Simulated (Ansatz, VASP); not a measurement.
# One calculation of Ag, two programs

The input INCAR:

```
SYSTEM = Ag
AGGAC = 0.0 ; ALDAC = 0.0
ALGO = Normal ; EDIFF = 1E-6
ENCUT = 520 ; GGA = PE
GGA_COMPAT = .FALSE. ; ISIF = 2
ISMEAR = 1 ; LASPH = .TRUE.
LCHARG = .FALSE. ; LMAXMIX = 4
LNONCOLLINEAR = .TRUE. ; LORBIT = 11
LORBMOM = .TRUE. ; LREAL = .FALSE.
LSORBIT = .TRUE. ; LWAVE = .FALSE.
MAGMOM = 0 0 0 ; NBANDS = 22
NELM = 150 ; PREC = Accurate
SIGMA = 0.15
```

Contents of KPOINTS:

```
k-points
0
G
  11 11 11
  0 0 0
```

File POSCAR:

```
Ag
1.0
    0.0000000000      1.9212755734      1.9212755734
    1.9212755734      0.0000000000      1.9212755734
    1.9212755734      1.9212755734      0.0000000000
Ag
1
Direct
    0.0000000000      0.0000000000      0.0000000000
```

The input input.yaml:

```yaml
crystal:
  lattice:
    - [0.0, 1.9212755734, 1.9212755734]
    - [1.9212755734, 0.0, 1.9212755734]
    - [1.9212755734, 1.9212755734, 0.0]
  atoms:
    - { symbol: Ag, position: [0.0, 0.0, 0.0] }
hamiltonian:
  xc: { exchange: pbe, correlation: none }
  pseudopotentials: { kind: nc_fr }
magnetization:
  noncollinear: true
  spin_orbit: true
kpoints:
  mp_grid: { grid: [11, 11, 11] }
scf:
  occupations: { method: methfessel_paxton, width: 0.15 }
output:
  forces: true
  stress: true
  eigenvalues: true
```

Alike in both runs: task single point; functional PBE exchange alone; k mesh 11 × 11 × 11; occupations methfessel-paxton of order 1, width 0.15 eV; non-collinear spin, spin-orbit coupling.

|  | VASP | Ansatz |
| --- | --- | --- |
| version | VASP 6.6.1 | Ansatz 0.2.0 |
| potentials or method | VASP PAW PBE potentials, release 64 (Ag) | PseudoDojo standard (PBE files) |
| plane-wave cutoff (eV) | 520 | 1116 |
| valence electrons in the cell | 11 | 19 |

```tsv
	VASP	Ansatz	Ansatz less VASP
net moment per atom (μB)	0.00	0.00	0.000
```

VASP's potentials were made for PBE, not for PBE exchange alone. VASP's potentials hold 11 valence electrons a cell and Ansatz's 19, so a difference there can come from the potentials and not from the codes.

Noted on Ansatz's run: the potentials were made for another functional, which shifts forces and pressure.
